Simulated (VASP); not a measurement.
Here is a VASP 6.6.1 calculation.

Contents of POSCAR:

```
MoSe
1.0
    0.0000000000      2.8928795100      2.8928795100
    2.8928795100      0.0000000000      2.8928795100
    2.8928795100      2.8928795100      0.0000000000
Mo Se
1 1
Direct
    0.0000000000      0.0000000000      0.0000000000
    0.5000000000      0.5000000000      0.5000000000
```

INCAR.step1

```
SYSTEM = MoSe
PREC = Accurate
ENCUT = 520
EDIFF = 1E-5
ISMEAR = -1
SIGMA = 0.05
LREAL = .FALSE.
LASPH = .TRUE.
NELM = 60
ALGO = Normal
ISIF = 2
LWAVE = .TRUE.
LCHARG = .FALSE.
NBANDS = 17
GGA = PE
```

The input INCAR.step2:

```
SYSTEM = MoSe
PREC = Accurate
ENCUT = 520
EDIFF = 1E-6
ISMEAR = -1
SIGMA = 0.05
LREAL = .FALSE.
LASPH = .TRUE.
NELM = 60
ALGO = Normal
ISIF = 2
LWAVE = .FALSE.
LCHARG = .FALSE.
GGA = PE
LHFCALC = .TRUE.
AEXX = 0.25
HFSCREEN = 0.3
PRECFOCK = Normal
NBANDS = 17
ISTART = 1
```

Contents of KPOINTS:

```
regular mesh
0
G
  4 4 4
  0 0 0
```

Potentials or basis: VASP PAW PBE potentials, release 64 (Mo_sv, Se).

The run is started by

```sh
$ cat potpaw_PBE.64/Mo_sv/POTCAR potpaw_PBE.64/Se/POTCAR > POTCAR
$ cp INCAR.step1 INCAR
$ mpirun -np 1 vasp_std > vasp.out
$ cp INCAR.step2 INCAR
$ mpirun -np 1 vasp_std > vasp.out
```

**Question.** What does it give for the band gap on the k mesh?

**Answer.** Zero (bands 10 and 11 overlap by 1.41 eV).

**Question.** What does it give for the pressure?

**Answer.** -23.5 GPa.

Caveat: the k points lie up to 0.47 Å⁻¹ apart, too coarse for converged energies and pressures of a metal; the PAW data sets were made with another functional, which shifts forces and pressure a little.
